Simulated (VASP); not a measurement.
A run of VASP 6.6.1 is set up as follows.

File INCAR:

```
SYSTEM = H2W12O
  ALGO = Normal
  DIPOL = 0.5 0.5 0.477
  EDIFF = 1E-6
  ENCUT = 520
  GGA = PE
  IDIPOL = 3
  ISIF = 2
  ISMEAR = 0
  IVDW = 12
  LASPH = .True.
  LCHARG = .True.
  LDIPOL = .True.
  LELF = .True.
  LREAL = Auto
  LVACPOTAV = .True.
  LVHAR = .True.
  LWAVE = .False.
  NBANDS = 101
  NELM = 60
  PREC = Accurate
  SIGMA = 0.1
```

The input KPOINTS:

```
k-points
0
Gamma
  4 4 1
  0 0 0
```

The input POSCAR:

```
H2W12O
1.0
    5.4721979736      0.0000000000      0.0000000000
   -1.8240659912      5.1592377269      0.0000000000
    0.0000000000      0.0000000000     23.2899309356
W O H
12 1 2
Direct
    0.2500000000      0.2500000000      0.3434960809
    0.2500000000      0.7500000000      0.3434960809
    0.7500000000      0.2500000000      0.3434960809
    0.7500000000      0.7500000000      0.3434960809
    0.5005303311      0.5006384468      0.4368397535
    0.4982365443      0.0016870816      0.4373739039
    0.0015923480      0.4981571306      0.4372677097
   -0.0004794586     -0.0004710254      0.4371094959
    0.7493128303      0.7493051995      0.5309743242
    0.7497850084      0.2496477135      0.5300122001
    0.2489878792      0.7484026047      0.5299816989
    0.2496884666      0.2520355565      0.5351544561
    0.2446864298      0.2163610585      0.6345887989
    0.1079249294      0.0452438731      0.6353704476
    0.4074304330      0.1797824779      0.6395529822
```

Potentials or basis: VASP PAW PBE potentials, release 64 (W_sv, O, H).

The run is started by

```sh
$ cat potpaw_PBE.64/W_sv/POTCAR potpaw_PBE.64/O/POTCAR potpaw_PBE.64/H/POTCAR > POTCAR
$ mpirun -np 1 vasp_std > vasp.out
```

Question: What does it give for the largest force?

Answer: 0.144 eV/Å.

Question: Estimate the band gap on the k mesh.

Answer: Zero (bands 88 and 89 overlap by 1.35 eV).

Question: What does it give for the dispersion energy per atom?

Answer: -0.369 eV.

Forces in eV/Å, atoms in the order of the input:
```
W    0.012  0.003 -0.143
W   -0.017  0.005 -0.051
W   -0.003 -0.011 -0.051
W    0.006  0.001  0.100
W    0.000 -0.002  0.006
W   -0.002  0.000 -0.001
W    0.002 -0.001 -0.005
W   -0.001  0.000  0.004
W    0.002 -0.002  0.039
W    0.001  0.002  0.037
W   -0.002  0.002  0.041
W   -0.003  0.006  0.006
O   -0.008  0.032 -0.011
H   -0.072 -0.060  0.010
H    0.084  0.024  0.021
```

Caveat: spin-orbit coupling is left out, which moves the levels of the heavy elements.
